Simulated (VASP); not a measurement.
Write the native input for VASP 6.6.1 that does the following.

* Task: single point
* Functional: RPBE
* Potentials or basis: VASP PAW PBE potentials, release 64 (Mn_pv, S)
* Cutoff: 520 eV
* k mesh: 9 × 9 × 9
* Occupations: fermi-dirac, width 0.05 eV
* Spin: collinear spin, ferromagnetic start
* Starting moments: [4.0, 0.0] μB
* Dipole correction: no
* Further INCAR settings: ALGO = Normal; EDIFF = 1e-06; NBANDS = 20

The structure of MnS lies in POSCAR:

```
MnS
1.0
    0.0000000000      2.6045000000      2.6045000000
    2.6045000000      0.0000000000      2.6045000000
    2.6045000000      2.6045000000      0.0000000000
Mn S
1 1
Direct
    0.0000000000      0.0000000000      0.0000000000
    0.5000000000      0.5000000000      0.5000000000
```

One way to write it, as run:

INCAR

```
ALGO = Normal
EDIFF = 1E-6
ENCUT = 520
GGA = RP
ISIF = 2
ISMEAR = -1
ISPIN = 2
LASPH = True
LCHARG = False
LMAXMIX = 4
LORBIT = 11
LREAL = False
LWAVE = False
MAGMOM = 4 0
NBANDS = 20
NELM = 150
PREC = Accurate
SIGMA = 0.05
```

KPOINTS

```
k-points
0
Gamma
  9 9 9
```

Potentials or basis: VASP PAW PBE potentials, release 64 (Mn_pv, S).

Command:

```console
$ cat potpaw_PBE.64/Mn_pv/POTCAR potpaw_PBE.64/S/POTCAR > POTCAR
$ mpirun -np 1 vasp_std > vasp.out
```

Results of the run:

| Property | Result |
| --- | --- |
| Pressure | 0.5 GPa |
| Net moment | 4.77 μB per cell |
| Site moments | Mn +4.30; S +0.11 μB |
| Valence electrons inside the program's atomic spheres | Mn 11.29; S 3.75 |

Caveat: the PAW data sets were made with another functional, which shifts forces and pressure a little; a cell with one magnetic atom can't hold antiferromagnetic order, which such compounds often take.

It took 52 s on 1 thread of Intel(R) Xeon(R) Platinum 8259CL CPU @ 2.50GHz (Skylake/Cascade Lake), on a shared host, peak memory 0.19 GiB.
